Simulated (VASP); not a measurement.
# CdS (Hawleyite) (F-43m) in VASP: notebook, part 2 of 2

VASP 6.6.1.

## Step 3: Single point, revPBE+D3(BJ)

Contents of INCAR:

```
SYSTEM = CdS
  ALGO = Normal
  EDIFF = 1E-6
  ENCUT = 520
  GGA = RE
  ISIF = 2
  ISMEAR = -1
  IVDW = 12
  LASPH = .True.
  LCHARG = .True.
  LELF = .True.
  LREAL = .False.
  LVHAR = .True.
  LWAVE = .False.
  NBANDS = 16
  NELM = 60
  PREC = Accurate
  SIGMA = 0.05
```

Contents of KPOINTS:

```
k-points
0
Gamma
  8 8 8
  0 0 0
```

Contents of POSCAR:

```
CdS
1.0
    0.0000000000      2.9174326461      2.9174326461
    2.9174326461      0.0000000000      2.9174326461
    2.9174326461      2.9174326461      0.0000000000
Cd S
1 1
Direct
    0.0000000000      0.0000000000      0.0000000000
    0.7500000000      0.7500000000      0.7500000000
```

Potentials or basis: VASP PAW PBE potentials, release 64 (Cd, S).

Command:

```bash
> cat potpaw_PBE.64/Cd/POTCAR potpaw_PBE.64/S/POTCAR > POTCAR
> mpirun -np 1 vasp_std > vasp.out
```

OUTCAR:

```text
SYSTEM = CdS
   EDIFF = 1E-6
   ENCUT = 520
   GGA = RE
   ISIF = 2
   ISMEAR = -1
   IVDW = 12
   LASPH = .True.
   LREAL = .False.
   NELM = 60
   PREC = Accurate
 IVDW          = 12

 ion  position               nearest neighbor table
   1  0.000  0.000  0.000-   2 2.53   2 2.53   2 2.53   2 2.53
   2  0.750  0.750  0.750-   1 2.53   1 2.53   1 2.53   1 2.53

  LATTYP: Found a face centered cubic cell.
 ALAT       =     5.8348652922

  Lattice vectors:

 A1 = (   0.0000000000,   2.9174326461,   2.9174326461)
 A2 = (   2.9174326461,   0.0000000000,   2.9174326461)
 A3 = (   2.9174326461,   2.9174326461,   0.0000000000)

Analysis of symmetry for initial positions (statically):
=====================================================================
 Subroutine PRICEL returns:
 Original cell was already a primitive cell.

 Routine SETGRP: Setting up the symmetry group for a
 face centered cubic supercell.

 Subroutine GETGRP returns: Found 24 space group operations
 (whereof 24 operations were pure point group operations)
 out of a pool of 48 trial point group operations.

The static configuration has the point symmetry T_d .

Analysis of symmetry for dynamics (positions and initial velocities):
=====================================================================
 Subroutine PRICEL returns:
 Original cell was already a primitive cell.

 Routine SETGRP: Setting up the symmetry group for a
 face centered cubic supercell.

 Subroutine GETGRP returns: Found 24 space group operations
 (whereof 24 operations were pure point group operations)
 out of a pool of 48 trial point group operations.

The dynamic configuration has the point symmetry T_d .

 Subroutine INISYM returns: Found 24 space group operations
 (whereof 24 operations are pure point group operations),
 and found     1 'primitive' translations
[... 109 lines left out ...]
   EFERMI =   0.00;   METHOD = LEGACY
   ISMEAR =    -1;   SIGMA  =   0.05  broadening in eV -4-tet -1-fermi 0-gaus
   EFERMI_NEDOS =   21; number of points for ismear=-14 and -15
   IALGO  =     38    algorithm
   IMIX   =      4    mixing-type and parameters
     AMIX     =   0.40;   BMIX     =  1.00
     AMIX_MAG =   1.60;   BMIX_MAG =  1.00
  volume/ion in A,a.u.               =      24.83       167.57
  Fermi-wavevector in a.u.,A,eV,Ry     =   1.167226  2.205737 18.536792  1.362416
  Thomas-Fermi vector in A             =   2.303729
   LORBIT       =      0    0 simple, 1 ext, 2 COOP (PROOUT), +10 PAW based schemes
   GGA     = RE    functional components
   LHFCALC =     F    Hartree Fock is set to
   AEXX    =    0.0000 exact exchange contribution
   IVDW    =    12    specifies the selected vdW correction
   LEPSILON=     F    determine dielectric tensor
   LRPA    =     F    only Hartree local field effects (RPA)
 non-spin polarized calculation
  energy-cutoff  :      520.00
  volume of cell :       49.66
 maximum number of plane-waves:      1363
   NGX = 15   NGY = 15   NGZ = 15

 number of electron      18.0000005 magnetization

 Free energy of the ion-electron system (eV)
  ---------------------------------------------------
  ext. energy  EPLUGINS =         0.00000000
  ---------------------------------------------------
  free energy    TOTEN  =        -5.53363962 eV

  energy without entropy =       -5.53363958  energy(sigma->0) =       -5.53363960

 E-fermi :   2.0751     XC(G=0):  -8.9615

 val. band max:        1.3938411589   @ k =   0.0000   0.0000   0.0000
 cond. band min:       2.6777353772   @ k =   0.0000   0.0000   0.0000
 fundamental gap:      1.2838942183
 Fermi energy:         2.0750676218

 k-point     1 :       0.0000    0.0000    0.0000
  band No.  band energies     occupation
      1     -10.9520      2.00000
      2      -6.3300      2.00000
      3      -6.3300      2.00000
      4      -6.3300      2.00000
      5      -5.8537      2.00000
      6      -5.8537      2.00000
[... 433 lines left out ...]
      3      -6.1291      2.00000
      4      -5.8777      2.00000
      5      -5.8267      2.00000
      6      -5.3587      2.00000
[... 8 lines left out ...]
     15      13.7756      0.00000
     16      14.5818      0.00000

 [... further k-points ...]

------------------------ aborting loop because EDIFF is reached ----------------------------------------

 Edisp (eV)   -1.18058

 E8    (eV) :    -0.8001

  FORCE on cell =-STRESS in cart. coord.  units (eV):
  Direction    XX          YY          ZZ          XY          YZ          ZX
  --------------------------------------------------------------------------------------
  -------------------------------------------------------------------------------------
  Total       0.10793     0.10793     0.10793     0.00000     0.00000    -0.00000
  in kB       3.48181     3.48181     3.48181     0.00000     0.00000    -0.00000
  external pressure =        3.48 kB  Pullay stress =        0.00 kB

 VOLUME and BASIS-vectors are now :
 -----------------------------------------------------------------------------
  energy-cutoff  :      520.00
  volume of cell :       49.66
      direct lattice vectors                 reciprocal lattice vectors
     0.000000000  2.917432646  2.917432646    -0.171383562  0.171383562  0.171383562
     2.917432646  0.000000000  2.917432646     0.171383562 -0.171383562  0.171383562
     2.917432646  2.917432646  0.000000000     0.171383562  0.171383562 -0.171383562

 POSITION                                       TOTAL-FORCE (eV/Angst)
 -----------------------------------------------------------------------------------
      0.00000      0.00000      0.00000         0.000000      0.000000      0.000000
      4.37615      4.37615      4.37615        -0.000000     -0.000000     -0.000000
 -----------------------------------------------------------------------------------
    total drift:                                0.000001      0.000001      0.000000

  FREE ENERGIE OF THE ION-ELECTRON SYSTEM (eV)
  ---------------------------------------------------
  free  energy   TOTEN  =        -6.7142177566 eV

  energy  without entropy=       -6.7142177240  energy(sigma->0) =       -6.71421774
```

OSZICAR:

```text
N       E                     dE             d eps       ncg     rms          rms(c)
DAV:   1     0.107080103942E+03    0.10708E+03   -0.90532E+03   952   0.102E+03
DAV:   2    -0.192706285883E+01   -0.10901E+03   -0.10318E+03  1160   0.252E+02
DAV:   3    -0.604535082428E+01   -0.41183E+01   -0.41126E+01  1184   0.505E+01
DAV:   4    -0.607092378952E+01   -0.25573E-01   -0.25571E-01  1168   0.394E+00
DAV:   5    -0.607128332716E+01   -0.35954E-03   -0.35954E-03  1160   0.436E-01    0.848E+00
DAV:   6    -0.554766451807E+01    0.52362E+00   -0.81490E-01  1368   0.112E+01    0.677E+00
DAV:   7    -0.552963920952E+01    0.18025E-01   -0.21789E-01  1112   0.317E+00    0.327E+00
DAV:   8    -0.553282384193E+01   -0.31846E-02   -0.20220E-02  1048   0.179E+00    0.366E-01
DAV:   9    -0.553317760516E+01   -0.35376E-03   -0.24001E-03  1104   0.702E-01    0.639E-02
DAV:  10    -0.553345188723E+01   -0.27428E-03   -0.33602E-04  1112   0.177E-01    0.723E-02
DAV:  11    -0.553364488520E+01   -0.19300E-03   -0.36661E-04  1040   0.129E-01    0.276E-02
DAV:  12    -0.553363611443E+01    0.87708E-05   -0.27375E-05  1120   0.694E-02    0.131E-02
DAV:  13    -0.553364025048E+01   -0.41360E-05   -0.10264E-05  1064   0.176E-02    0.150E-02
DAV:  14    -0.553363961695E+01    0.63353E-06   -0.80151E-07  1016   0.664E-03
   1 F= -.67142178E+01 E0= -.67142177E+01  d E =-.326041E-07
```

Run time: 23 s. Hardware: 1 thread of Intel Xeon 8259CL, shared host; peak memory 0.19 GiB.

Results:

| Item | Value |
| --- | --- |
| Free energy | -6.7142 eV |
| Pressure | 0.3 GPa |
| Band gap on the k mesh | 1.28 eV, direct |
| Dispersion energy per atom | -0.590 eV |

Levels at points of the mesh, in eV from the valence-band top:
```csv
k point,band 5,band 6,band 7,band 8,band 9,band 10,band 11,band 12,band 13,band 14
"(0.00, 0.00, 0.00)",-7.25,-7.25,0.00,0.00,0.00,1.28,6.60,6.60,6.60,11.48
"(0.50, 0.00, 0.00)",-7.21,-6.87,-4.35,-0.74,-0.74,3.12,7.07,7.07,7.63,11.28
"(0.50, 0.50, 0.00)",-7.16,-6.80,-3.91,-1.86,-1.86,3.69,4.43,9.39,10.87,10.87
```

Caveat: the PAW data sets were made with another functional, which shifts forces and pressure a little.

## Step 4: Single point, RPBE+D4

This run uses another cell than the first one, of 25.05 Å³/atom, 1.010 times its volume.

Contents of INCAR:

```
PREC     = Accurate       # precision mode
ENCUT    = 520            # plane-wave cutoff, eV
EDIFF    = 1E-6           # SCF threshold, eV
ISMEAR   = -1             # smearing method
SIGMA    = 0.05           # smearing width, eV
LREAL    = F              # projectors in reciprocal space
LASPH    = T              # aspherical terms in the spheres
NELM     = 60             # most SCF steps
ALGO     = Normal         # electronic algorithm
ISIF     = 2              # what is computed and relaxed
LWAVE    = F              # write WAVECAR
LCHARG   = F              # write CHGCAR
GGA      = RP             # functional
IVDW     = 13             # dispersion correction
NBANDS   = 16             # bands
```

Contents of KPOINTS:

```
regular mesh
0
Gamma
  8 8 8
```

Contents of POSCAR:

```
CdS
1.0
    0.0000000000      2.9260142146      2.9260142146
    2.9260142146      0.0000000000      2.9260142146
    2.9260142146      2.9260142146      0.0000000000
Cd S
1 1
Direct
    0.0000000000      0.0000000000      0.0000000000
    0.7500000000      0.7500000000      0.7500000000
```

Command:

```bash
> cat potpaw_PBE.64/Cd/POTCAR potpaw_PBE.64/S/POTCAR > POTCAR
> mpirun -np 1 vasp_std > vasp.out
```

Wall time 26 s (1 thread of Intel Xeon 8259CL, shared host); peak memory 0.18 GiB.

It converged, with:

| Property | Result |
| --- | --- |
| Free energy | -6.6512 eV |
| Pressure | 0.4 GPa |
| Band gap on the k mesh | 1.31 eV, direct |
| Dispersion energy per atom | -0.592 eV |

Levels at points of the mesh, in eV from the valence-band top:
```csv
k point,band 5,band 6,band 7,band 8,band 9,band 10,band 11,band 12,band 13,band 14
"(0.00, 0.00, 0.00)",-7.23,-7.23,0.00,0.00,0.00,1.31,6.63,6.63,6.63,11.46
"(0.50, 0.00, 0.00)",-7.19,-6.85,-4.28,-0.73,-0.73,3.14,7.10,7.10,7.66,11.32
"(0.50, 0.50, 0.00)",-7.14,-6.79,-3.86,-1.82,-1.82,3.75,4.44,9.41,10.85,10.85
```

Caveat: the PAW data sets were made with another functional, which shifts forces and pressure a little. Expect the measured gap to be larger: semilocal functionals such as RPBE lack the derivative discontinuity.

## Step 5: The runs side by side

| task | level | cell | cutoff (eV) | gap on the mesh (eV) | pressure (GPa) |
| --- | --- | --- | --- | --- | --- |
| relaxation of cell and atoms | revPBE | relaxed from a = 4.125 Å, angles 60.0°, 2 atoms | 600 | 1.10 | 0.0 |
| single point | revPBE+D3(BJ) | a = 4.126 Å, angles 60.0°, 2 atoms | 520 | 1.28 | 0.3 |
| single point | RPBE+D4 | a = 4.138 Å, angles 60.0°, 2 atoms | 520 | 1.31 | 0.4 |

Alike in all rows: potentials or basis VASP PAW PBE potentials, release 64 (Cd, S); no spin polarisation; k mesh 8 × 8 × 8; smearing fermi-dirac 0.05 eV.

Caveats: the PAW data sets were made with another functional, which shifts forces and pressure a little.

Absolute energies hang on the potentials; compare differences alone.
